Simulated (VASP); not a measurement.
Write the native input for VASP 6.6.1 that does the following.

```yaml
Task: single point
Functional: PBE
Dispersion: D3(BJ)
Potentials_or_basis: VASP PAW PBE potentials, release 64 (B, N)
Cutoff: 520 eV
k_mesh: 12 × 12 × 12
Occupations: gaussian, width 0.01 eV
Spin: no spin polarisation
Dipole_correction: no
Further_INCAR_settings: ALGO = Normal; EDIFF = 1e-06; NBANDS = 11
```

The structure of BN lies in POSCAR:

```
BN
1.0
    2.4934044706      0.0022475923     -0.2361303771
   -1.2374557323      2.1646665881      0.2361150861
   -0.9434091927     -0.9006070797      3.2903182576
B N
1 1
Direct
    0.9911101992      0.9914591835     -0.0060446172
    0.6570388008      0.3244248165      0.9928496172
```

One way to write it, as run:

INCAR

```
SYSTEM = BN
PREC = Accurate
ENCUT = 520
EDIFF = 1E-6
ISMEAR = 0
SIGMA = 0.01
LREAL = .False.
LASPH = .True.
NELM = 80
ALGO = Normal
ISIF = 2
LWAVE = .False.
LCHARG = .True.
GGA = PE
IVDW = 12
LELF = .True.
LVHAR = .True.
NBANDS = 11
```

KPOINTS

```
regular mesh
0
Gamma
  12 12 12
  0 0 0
```

Potentials or basis: VASP PAW PBE potentials, release 64 (B, N).

Launch:

```console
$ cat potpaw_PBE.64/B/POTCAR potpaw_PBE.64/N/POTCAR > POTCAR
$ mpirun -np 1 vasp_std > vasp.out
```

Results of the run:

| Quantity | Value |
| --- | --- |
| Pressure | 0.7 GPa |
| Band gap on the k mesh | 4.18 eV (least direct gap 4.70 eV) |
| Dispersion energy per atom | -0.146 eV |

It took 42 s on 1 thread of AMD EPYC 9R45 96-Core Processor (Zen 5), on a shared host, peak memory 0.18 GiB.
